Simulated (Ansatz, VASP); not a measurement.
# One calculation of NaCl, two programs

Contents of INCAR:

```
SYSTEM = NaCl
PREC = Accurate ; ENCUT = 520
EDIFF = 1E-6 ; ISMEAR = 0
SIGMA = 0.05 ; LREAL = .FALSE.
LASPH = .TRUE. ; NELM = 80
ALGO = Normal ; ISIF = 2
LWAVE = .FALSE. ; LCHARG = .TRUE.
GGA = PE ; LELF = .TRUE.
LVHAR = .TRUE. ; NBANDS = 14
```

File KPOINTS:

```
Automatic mesh
0
G
  6 6 6
  0 0 0
```

POSCAR

```
NaCl
1.0
    3.6772995000      0.0000000000      0.0000000000
    0.0000000000      3.6772995000      0.0000000000
    0.0000000000      0.0000000000      3.6772995000
Na Cl
1 1
Direct
    0.0000000000      0.0000000000      0.0000000000
    0.5000000000      0.5000000000      0.5000000000
```

Input for Ansatz:

```yaml
crystal:
  lattice:
    - [3.6772995, 0.0, 0.0]
    - [0.0, 3.6772995, 0.0]
    - [0.0, 0.0, 3.6772995]
  atoms:
    - { symbol: Na, position: [0.0, 0.0, 0.0] }
    - { symbol: Cl, position: [0.5, 0.5, 0.5] }
basis:
  ecutwfc: 420
kpoints:
  mp_grid: { grid: [6, 6, 6] }
hamiltonian:
  xc: pbe
scf:
  occupations: { method: gaussian, width: 0.05 }
output:
  forces: true
  stress: true
  eigenvalues: true
```

Change from the starting cell: strain +0.050 along x and y, +0.050 along z, atoms carried along.

Alike in both runs: task single point; functional PBE; k mesh 6 × 6 × 6; occupations gaussian, width 0.05 eV; no spin polarisation.

```csv
,VASP,Ansatz
version,VASP 6.6.1,Ansatz 0.2.0
potentials or method,"VASP PAW PBE potentials, release 64 (Na_pv, Cl), cutoff 520 eV","scalar-relativistic, plane waves, PAW"
valence electrons in the cell,14,16
```

|  | VASP | Ansatz | Ansatz less VASP |
| --- | --- | --- | --- |
| gap on the k mesh at the Fermi level (eV) | 3.54 | 3.54 | -0.001 |
| least direct gap on the mesh (eV) | 3.93 | 3.93 | -0.001 |
| pressure (GPa) | -2.7 | -2.6 | +0.04 |

With one functional, cell and mesh, what is left measures potentials, basis and numerics. VASP's potentials hold 14 valence electrons a cell and Ansatz's 16, so a difference there can come from the potentials and not from the codes.
